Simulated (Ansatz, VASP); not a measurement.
## One calculation of Mg3BeS, two programs

File INCAR:

```
SYSTEM = Mg3BeS
PREC     = Accurate       ! precision mode
ENCUT    = 840            ! plane-wave cutoff, eV
EDIFF    = 1E-6           ! SCF threshold, eV
ISMEAR   = 0              ! smearing method
SIGMA    = 0.1            ! smearing width, eV
LREAL    = .FALSE.        ! projectors in reciprocal space
LASPH    = .TRUE.         ! aspherical terms in the spheres
NELM     = 120            ! most SCF steps
ALGO     = Normal         ! electronic algorithm
ISIF     = 2              ! what is computed and relaxed
LWAVE    = .FALSE.        ! write WAVECAR
LCHARG   = .FALSE.        ! write CHGCAR
GGA      = PE             ! functional
NBANDS   = 27             ! bands
GGA_COMPAT= .FALSE.
```

KPOINTS

```
regular mesh
0
G
  6 6 4
  0 0 0
```

The input POSCAR:

```
Mg3BeS
1.0
    3.6889557400      0.0000000000      0.0000000000
    0.0000000000      3.6889557400      0.0000000000
    0.0000000000      0.0000000000      6.3557934700
Mg Be S
3 1 1
Direct
    0.5000000000      0.0000000000      0.7940049000
    0.0000000000      0.5000000000      0.7940049000
    0.5000000000      0.5000000000      0.8094110600
    0.5000000000      0.5000000000      0.3489170500
    0.5000000000      0.5000000000      0.0659142400
```

Input for Ansatz:

```yaml
crystal:
  lattice:
    - [3.68895574, 0.0, 0.0]
    - [0.0, 3.68895574, 0.0]
    - [0.0, 0.0, 6.35579347]
  atoms:
    - { symbol: Mg, position: [0.5, 0.0, 0.7940049] }
    - { symbol: Mg, position: [0.0, 0.5, 0.7940049] }
    - { symbol: Mg, position: [0.5, 0.5, 0.80941106] }
    - { symbol: Be, position: [0.5, 0.5, 0.34891705] }
    - { symbol: S, position: [0.5, 0.5, 0.06591424] }
basis:
  ecutwfc: 420
kpoints:
  mp_grid: { grid: [6, 6, 4] }
hamiltonian:
  xc: pbe
scf:
  occupations: { method: gaussian, width: 0.1 }
  lower_state_search: "off"
output:
  forces: true
  stress: true
  eigenvalues: true
```

Alike in both runs: task single point; functional PBE; k mesh 6 × 6 × 4; occupations gaussian, width 0.1 eV; no spin polarisation.

|  | VASP | Ansatz |
| --- | --- | --- |
| version | VASP 6.6.1 | Ansatz 0.2.0 |
| potentials or method | VASP PAW PBE potentials, release 64 (Mg_sv, Be, S), cutoff 840 eV | scalar-relativistic, plane waves, PAW |
| valence electrons in the cell | 38 | 38 |

Ansatz gave:

| Quantity | Value |
| --- | --- |
| gap on the k mesh at the Fermi level (eV) | none |
| rms of the force components (eV/Å) | 8.521 |

Task: Estimate VASP's values.

Result: gap on the k mesh at the Fermi level (eV): none; rms of the force components (eV/Å): 8.621.

Atom by atom the forces differ by 0.101 eV/Å (rms over components). A gap of «none» marks a metal or a gap that the smearing closes.
